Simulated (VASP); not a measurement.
# Nb2Te (P4/mmm) in VASP: notebook

Nb2Te is run at these levels: PBE; tasks: single point.

Program: VASP 6.6.1. These are calculated values, not measurements. Logs are shortened: lines on timing, memory, paths and dates and some standing lists are left out, and cuts for length are marked.

### 1 The cell of the first run

The structure is tetragonal, space group P4/mmm (No. 123). Conventional cell: a = 3.448 Å, b = 3.448 Å, c = 5.518 Å, α = 90.00°, β = 90.00°, γ = 90.00°. Within 3.2 Å of Nb (site symmetry 4mm) lie 2 Nb at 2.33 to 3.19 Å and 4 Te at 2.91 Å. Within 3.8 Å of Te (site symmetry 4/mmm) lie 8 Nb at 2.91 Å and 4 Te at 3.45 Å.

The cell was generated, and may not be a known phase.

### 2 Single point, PBE

The input, INCAR:

```
ALGO = Fast ; EDIFF = 1E-6
ENCUT = 520 ; GGA = PE
ISIF = 2 ; ISMEAR = 0
LASPH = True ; LCHARG = False
LREAL = False ; LWAVE = False
NBANDS = 23 ; NELM = 100
PREC = Accurate ; SIGMA = 0.1
```

The input, KPOINTS:

```
k-points
0
Gamma
  4 4 4
```

The input, POSCAR:

```
Nb2Te
1.0
    3.4476653189      0.0000000000      0.0000000000
    0.0000000000      3.4476653189      0.0000000000
    0.0000000000      0.0000000000      5.5179662379
Nb Te
2 1
Direct
    0.5000000000      0.5000000000      0.2889231403
    0.5000000000      0.5000000000      0.7110768597
    0.0000000000      0.0000000000      0.0000000000
```

Potentials or basis: VASP PAW PBE potentials, release 64 (Nb_sv, Te).

Launch:

```
$ cat potpaw_PBE.64/Nb_sv/POTCAR potpaw_PBE.64/Te/POTCAR > POTCAR
$ mpirun -np 1 vasp_std > vasp.out
```

OUTCAR:

```text
EDIFF = 1E-6
   ENCUT = 520
   GGA = PE
   ISIF = 2
   ISMEAR = 0
   LASPH = True
   LREAL = False
   NELM = 100
   PREC = Accurate

 ion  position               nearest neighbor table
   1  0.500  0.500  0.289-   2 2.33   3 2.91   3 2.91   3 2.91   3 2.91
   2  0.500  0.500  0.711-   1 2.33   3 2.91   3 2.91   3 2.91   3 2.91
   3  0.000  0.000  0.000-   1 2.91   2 2.91   1 2.91   2 2.91   1 2.91   2 2.91   1 2.91   2 2.91

  LATTYP: Found a simple tetragonal cell.
 ALAT       =     3.4476653189
 C/A-ratio  =     1.6004935884

  Lattice vectors:

 A1 = (   3.4476653189,   0.0000000000,   0.0000000000)
 A2 = (   0.0000000000,   3.4476653189,   0.0000000000)
 A3 = (   0.0000000000,   0.0000000000,   5.5179662379)

Analysis of symmetry for initial positions (statically):
=====================================================================
 Subroutine PRICEL returns:
 Original cell was already a primitive cell.

 Routine SETGRP: Setting up the symmetry group for a
 simple tetragonal supercell.

 Subroutine GETGRP returns: Found 16 space group operations
 (whereof 16 operations were pure point group operations)
 out of a pool of 16 trial point group operations.

The static configuration has the point symmetry D_4h.

Analysis of symmetry for dynamics (positions and initial velocities):
=====================================================================
 Subroutine PRICEL returns:
 Original cell was already a primitive cell.

 Routine SETGRP: Setting up the symmetry group for a
 simple tetragonal supercell.

 Subroutine GETGRP returns: Found 16 space group operations
 (whereof 16 operations were pure point group operations)
 out of a pool of 16 trial point group operations.

The dynamic configuration has the point symmetry D_4h.

 Subroutine INISYM returns: Found 16 space group operations
 (whereof 16 operations are pure point group operations),
 and found     1 'primitive' translations

----------------------------------------------------------------------------------------

                                     Primitive cell

  volume of cell :      65.5887

  direct lattice vectors                    reciprocal lattice vectors
     3.447665319  0.000000000  0.000000000     0.290051356  0.000000000  0.000000000
     0.000000000  3.447665319  0.000000000     0.000000000  0.290051356  0.000000000
     0.000000000  0.000000000  5.517966238     0.000000000  0.000000000  0.181226190

  length of vectors
     3.447665319  3.447665319  5.517966238     0.290051356  0.290051356  0.181226190

  position of ions in fractional coordinates (direct lattice)
     0.500000000  0.500000000  0.288923140
     0.500000000  0.500000000  0.711076860
     0.000000000  0.000000000  0.000000000

  ion indices of the primitive-cell ions
   primitive index   ion index
                 1           1
                 2           2
                 3           3

----------------------------------------------------------------------------------------

 KPOINTS: k-points

Automatic generation of k-mesh.
 Grid dimensions read from file:
 generate k-points for:    4    4    4

 Generating k-lattice:

  Cartesian coordinates                     Fractional coordinates (reciprocal lattice)
     0.072512839  0.000000000  0.000000000     0.250000000  0.000000000  0.000000000
     0.000000000  0.072512839  0.000000000     0.000000000  0.250000000  0.000000000
     0.000000000  0.000000000  0.045306548     0.000000000  0.000000000  0.250000000

  Length of vectors
     0.072512839  0.072512839  0.045306548

  Shift w.r.t. Gamma in fractional coordinates (k-lattice)
     0.000000000  0.000000000  0.000000000

 Subroutine IBZKPT returns following result:
 ===========================================

 Found     18 irreducible k-points:

 Following reciprocal coordinates:
            Coordinates               Weight
  0.000000  0.000000  0.000000      1.000000
  0.250000  0.000000  0.000000      4.000000
  0.500000  0.000000  0.000000      2.000000
  0.250000  0.250000  0.000000      4.000000
  0.500000  0.250000  0.000000      4.000000
  0.500000  0.500000  0.000000      1.000000
[... 10 lines left out ...]
  0.500000  0.250000  0.500000      4.000000
  0.500000  0.500000  0.500000      1.000000
   k-points           NKPTS =     18   k-points in BZ     NKDIM =     18   number of bands    NBANDS=     23
   number of dos      NEDOS =    301   number of ions     NIONS =      3
   total plane-waves  NPLWV =  32928
   dimension x,y,z NGX =    28 NGY =   28 NGZ =   42
   dimension x,y,z NGXF=    56 NGYF=   56 NGZF=   84
   ions per type =               2   1
   NGX,Y,Z   is equivalent  to a cutoff of  13.50, 13.50, 12.65 a.u.
   NGXF,Y,Z  is equivalent  to a cutoff of  27.00, 27.00, 25.31 a.u.
 SYSTEM =  unknown system
   PREC   = accura    normal or accurate (medium, high low for compatibility)
   ISTART =      0    job   : 0-new  1-cont  2-samecut
   ICHARG =      2    charge: 1-file 2-atom 10-const
   ISPIN  =      1    spin polarized calculation?
   LNONCOLLINEAR =      F non collinear calculations
   LSORBIT =      F    spin-orbit coupling
   LASPH  =      T    aspherical Exc in radial PAW
   ENCUT  =  520.0 eV  38.22 Ry    6.18 a.u.   6.41  6.41 10.26*2*pi/ulx,y,z
   NELM   =    100;   NELMIN=  2; NELMDL= -5     # of ELM steps
   EDIFF  = 0.1E-05   stopping-criterion for ELM
   LREAL  =      F    real-space projection
   EDIFFG = 0.1E-04   stopping-criterion for IOM
   NSW    =      0    number of steps for IOM
   IBRION =     -1    ionic relax: 0-MD 1-quasi-New 2-CG
   NFREE  =      0    steps in history (QN), initial steepest desc. (CG)
   ISIF   =      2    stress and relaxation
   ISYM   =      2    0-nonsym 1-usesym 2-fastsym
   POTIM  = 0.5000    time-step for ionic-motion
   TEBEG  =    0.0;   TEEND  =   0.0 temperature during run
   PSTRESS=    0.0 pullay stress
   NELECT =      32.0000    total number of electrons
   NUPDOWN=      -1.0000    fix difference up-down
   EMIN   =  10.00;   EMAX   =-10.00  energy-range for DOS
   EFERMI =   0.00;   METHOD = LEGACY
   ISMEAR =     0;   SIGMA  =   0.10  broadening in eV -4-tet -1-fermi 0-gaus
   EFERMI_NEDOS =   21; number of points for ismear=-14 and -15
   IALGO  =     68    algorithm
   IMIX   =      4    mixing-type and parameters
     AMIX     =   0.40;   BMIX     =  1.00
     AMIX_MAG =   1.60;   BMIX_MAG =  1.00
  volume/ion in A,a.u.               =      21.86       147.54
  Fermi-wavevector in a.u.,A,eV,Ry     =   1.288789  2.435458 22.598957  1.660976
  Thomas-Fermi vector in A             =   2.420721
   LORBIT       =      0    0 simple, 1 ext, 2 COOP (PROOUT), +10 PAW based schemes
   GGA     = PE    functional components
   LHFCALC =     F    Hartree Fock is set to
   AEXX    =    0.0000 exact exchange contribution
   IVDW    =     0    specifies the selected vdW correction
   LEPSILON=     F    determine dielectric tensor
   LRPA    =     F    only Hartree local field effects (RPA)
 non-spin polarized calculation
 RMM-DIIS sequential band-by-band and
 Gauss-broadening in eV      SIGMA  =   0.10
  energy-cutoff  :      520.00
  volume of cell :       65.59
 maximum number of plane-waves:      1782
 NGX is ok and might be reduce to    28
   NGX = 13   NGY = 13   NGZ = 21

 number of electron      32.0000001 magnetization

 Free energy of the ion-electron system (eV)
  ---------------------------------------------------
  ext. energy  EPLUGINS =         0.00000000
  ---------------------------------------------------
  free energy    TOTEN  =       -21.83048566 eV

  energy without entropy =      -21.81720339  energy(sigma->0) =      -21.82384453

 E-fermi :  10.2500     XC(G=0): -11.2621

 val. band max:       10.2289067469   @ k =   0.5000   0.0000   0.5000
 cond. band min:      10.3022932334   @ k =   0.5000   0.5000   0.5000
 fundamental gap:      0.0733864865
 Fermi energy:        10.2500248379

 k-point     1 :       0.0000    0.0000    0.0000
  band No.  band energies     occupation
      1     -44.8606      2.00000
      2     -44.4313      2.00000
      3     -21.9119      2.00000
      4     -20.8816      2.00000
      5     -20.8816      2.00000
      6     -20.5638      2.00000
[... 15 lines left out ...]
     22      13.4678      0.00000
     23      14.7771      0.00000

 k-point     2 :       0.2500    0.0000    0.0000
  band No.  band energies     occupation
      1     -44.8548      2.00000
      2     -44.4261      2.00000
      3     -21.8978      2.00000
      4     -20.9764      2.00000
      5     -20.8721      2.00000
      6     -20.6430      2.00000
[... 15 lines left out ...]
     22      13.5882      0.00000
     23      14.9139      0.00000

 k-point     3 :       0.5000    0.0000    0.0000
  band No.  band energies     occupation
      1     -44.8489      2.00000
      2     -44.4207      2.00000
      3     -21.8835      2.00000
      4     -21.0696      2.00000
      5     -20.8626      2.00000
      6     -20.7210      2.00000
[... 15 lines left out ...]
     22      13.8302      0.00000
     23      13.8917      0.00000

 k-point     4 :       0.2500    0.2500    0.0000
  band No.  band energies     occupation
      1     -44.8490      2.00000
      2     -44.4209      2.00000
      3     -21.8842      2.00000
      4     -20.9674      2.00000
      5     -20.9612      2.00000
      6     -20.6372      2.00000
[... 15 lines left out ...]
     22      13.1793      0.00000
     23      15.2337      0.00000

 k-point     5 :       0.5000    0.2500    0.0000
  band No.  band energies     occupation
      1     -44.8432      2.00000
      2     -44.4158      2.00000
      3     -21.8704      2.00000
      4     -21.0550      2.00000
      5     -20.9521      2.00000
      6     -20.7094      2.00000
[... 15 lines left out ...]
     22      14.3432      0.00000
     23      14.9464      0.00000

 k-point     6 :       0.5000    0.5000    0.0000
  band No.  band energies     occupation
      1     -44.8374      2.00000
      2     -44.4108      2.00000
      3     -21.8572      2.00000
      4     -21.0403      2.00000
      5     -21.0403      2.00000
      6     -20.6978      2.00000
[... 15 lines left out ...]
     22      15.1542      0.00000
     23      15.2862      0.00000

 k-point     7 :       0.0000    0.0000    0.2500
  band No.  band energies     occupation
      1     -44.8534      2.00000
      2     -44.4393      2.00000
      3     -21.8290      2.00000
      4     -20.8711      2.00000
      5     -20.8711      2.00000
      6     -20.5751      2.00000
[... 197 lines left out ...]
     22      13.1796      0.00000
     23      15.0776      0.00000

 k-point    15 :       0.5000    0.0000    0.5000
  band No.  band energies     occupation
      1     -44.8345      2.00000
      2     -44.4367      2.00000
      3     -21.7173      2.00000
      4     -21.0366      2.00000
      5     -20.8459      2.00000
      6     -20.7566      2.00000
[... 15 lines left out ...]
     22      13.6792      0.00000
     23      14.5555      0.00000

 k-point    16 :       0.2500    0.2500    0.5000
  band No.  band energies     occupation
      1     -44.8347      2.00000
      2     -44.4368      2.00000
      3     -21.7182      2.00000
      4     -20.9421      2.00000
      5     -20.9357      2.00000
      6     -20.6646      2.00000
[... 15 lines left out ...]
     22      14.1762      0.00000
     23      15.4790      0.00000

 k-point    17 :       0.5000    0.2500    0.5000
  band No.  band energies     occupation
      1     -44.8291      2.00000
      2     -44.4314      2.00000
      3     -21.7092      2.00000
      4     -21.0237      2.00000
      5     -20.9289      2.00000
      6     -20.7431      2.00000
[... 15 lines left out ...]
     22      13.7592      0.00000
     23      14.4053      0.00000

 k-point    18 :       0.5000    0.5000    0.5000
  band No.  band energies     occupation
      1     -44.8237      2.00000
      2     -44.4260      2.00000
      3     -21.7010      2.00000
      4     -21.0108      2.00000
      5     -21.0108      2.00000
      6     -20.7295      2.00000
[... 15 lines left out ...]
     22      13.8252      0.00000
     23      15.0559      0.00000

------------------------ aborting loop because EDIFF is reached ----------------------------------------

  FORCE on cell =-STRESS in cart. coord.  units (eV):
  Direction    XX          YY          ZZ          XY          YZ          ZX
  --------------------------------------------------------------------------------------
  -------------------------------------------------------------------------------------
  Total       -0.1449523     -0.1449523      0.0172591      0.0000000      0.0000000      0.0000000
  in kB       -3.5408415     -3.5408415      0.4215979      0.0000000      0.0000000      0.0000000
  external PRESSURE =      -2.2200284 kB  Pullay stress =       0.0000000 kB

 VOLUME and BASIS-vectors are now :
 -----------------------------------------------------------------------------
  energy-cutoff  :      520.00
  volume of cell :       65.59
      direct lattice vectors                 reciprocal lattice vectors
     3.447665319  0.000000000  0.000000000     0.290051356  0.000000000  0.000000000
     0.000000000  3.447665319  0.000000000     0.000000000  0.290051356  0.000000000
     0.000000000  0.000000000  5.517966238     0.000000000  0.000000000  0.181226190

 POSITION                                       TOTAL-FORCE (eV/Angst)
 -----------------------------------------------------------------------------------
      1.72383      1.72383      1.59427         0.000000      0.000000     -0.004898
      1.72383      1.72383      3.92370         0.000000     -0.000000      0.004898
      0.00000      0.00000      0.00000         0.000000      0.000000      0.000000
 -----------------------------------------------------------------------------------
    total drift:                                0.000000      0.000000      0.000000

  FREE ENERGIE OF THE ION-ELECTRON SYSTEM (eV)
  ---------------------------------------------------
  free  energy   TOTEN  =       -21.8304856643 eV

  energy  without entropy=      -21.8172033905  energy(sigma->0) =      -21.82384453
```

Wall time 65 s (1 thread of Intel Xeon Platinum 8259CL at 2.50GHz (Skylake/Cascade Lake), shared host); peak memory 0.18 GiB.

What came out:

| Item | Value |
| --- | --- |
| Free energy | -21.8305 eV |
| Pressure | -0.2 GPa |
| Largest force | 0.005 eV/Å |
| Band gap on the k mesh | zero (bands 16 and 17 overlap by 0.68 eV) |

Forces on the atoms (eV/Å):
```
Nb   0.000  0.000 -0.005
Nb   0.000  0.000  0.005
Te   0.000  0.000  0.000
```

Caveat: the k points lie up to 0.46 Å⁻¹ apart, too coarse for converged energies and pressures of a metal; spin-orbit coupling is left out, which moves the levels of the heavy elements.

(Part 1 of 2 ends here.)

The gap in the log of VASP goes by the Fermi energy; the results here count the filled bands.